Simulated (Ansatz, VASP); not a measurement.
W2S3: VASP beside Ansatz

```
W S
1.0
     4.11748    0.00000    0.00000
    -2.05874    3.56584    0.00000
     0.00000    0.00000    5.47890
W S
2 3
Direct
  0.33333 0.66667 0.15020
  0.66667 0.33333 0.84980
  0.00000 0.00000 0.00000
  0.33333 0.66667 0.67320
  0.66667 0.33333 0.32680
```

Alike in both runs: functional PBE; k mesh 12 × 12 × 8; occupations gaussian, width 0.1 eV; no spin polarisation.

Ansatz relaxed the structure, and its values are those at the end. VASP's run is a single point on that final structure, the one shown.

```csv
,VASP,Ansatz
version,VASP 6.6.1,Ansatz 0.2.0
potentials or method,"VASP PAW PBE potentials, release 64 (W_sv, S), cutoff 520 eV","scalar-relativistic, plane waves, PAW"
valence electrons in the cell,46,46
```

Ansatz gave:

```
gap on the k mesh at the Fermi level (eV) : none
pressure (GPa)                            : 0.0
```

Question: Which values does VASP return?

Answer: gap on the k mesh at the Fermi level (eV): none; pressure (GPa): 0.2.

A gap of «none» marks a metal or a gap that the smearing closes. The functional is the same, so the differences come from potentials, cutoffs and numerics.

Neither program's run includes spin-orbit coupling.
